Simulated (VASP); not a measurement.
## ZrBiSe3: single point with PBE+D3(BJ)

Crystal: ZrBiSe3.

```
Zr Bi Se
1.0
     3.59438    0.00000    0.00000
    -1.79719    3.11283    0.00000
     0.00000    0.00000   12.16281
Zr Bi Se
1 1 3
Direct
  0.66667 0.33333 0.38439
  0.00000 0.00000 0.79706
  0.00000 0.00000 0.01124
  0.33333 0.66667 0.24861
  0.00000 0.00000 0.52273
```

| Property | Result |
| --- | --- |
| Program | VASP 6.6.1 |
| Task | single point |
| Functional | PBE |
| Dispersion | D3(BJ) |
| Potentials or basis | VASP PAW PBE potentials, release 64 (Zr_sv, Bi_d, Se) |
| Cutoff | 520 eV |
| k mesh | 12 × 12 × 4 |
| Occupations | gaussian, width 0.1 eV |
| Spin | no spin polarisation |
| Dipole correction | no |
| Further INCAR settings | ALGO = Normal; EDIFF = 1e-06; NBANDS = 30 |

```json
{
 "Pressure": "0.1 GPa",
 "Largest force": "0.029 eV/Å",
 "Dispersion energy per atom": "-0.398 eV"
}
```

Forces in eV/Å, atoms in the order of the input:
```
Zr   0.000  0.000  0.004
Bi   0.000  0.000 -0.016
Se   0.000  0.000  0.015
Se   0.000  0.000 -0.029
Se   0.000  0.000  0.025
```

Levels at points of the mesh, in eV from the Fermi level:
| k point | band 19 | band 20 | band 21 | band 22 | band 23 | band 24 | band 25 | band 26 | band 27 | band 28 |
| --- | --- | --- | --- | --- | --- | --- | --- | --- | --- | --- |
| (0.00, 0.00, 0.00) | 0.00 | 0.00 | 0.82 | 0.82 | 1.10 | 1.10 | 1.35 | 2.64 | 4.24 | 4.24 |
| (0.50, 0.00, 0.00) | -2.63 | -1.96 | -1.23 | -1.16 | -0.19 | -0.15 | 2.40 | 3.01 | 3.26 | 3.67 |
| (0.00, 0.00, 0.50) | 0.00 | 0.00 | 0.64 | 0.83 | 0.83 | 1.10 | 1.10 | 2.60 | 4.14 | 4.14 |
| (0.50, 0.00, 0.50) | -2.51 | -1.91 | -1.69 | -1.14 | -0.18 | -0.05 | 2.44 | 3.01 | 3.37 | 3.65 |

Run time: 2.8 min on 1 thread of Intel(R) Xeon(R) 6975P-C (Granite Rapids) (shared host), peak memory 0.46 GiB.

Caveat: spin-orbit coupling is left out, which moves the levels of the heavy elements; pairwise dispersion overbinds metals, which lowers pressure and volume.
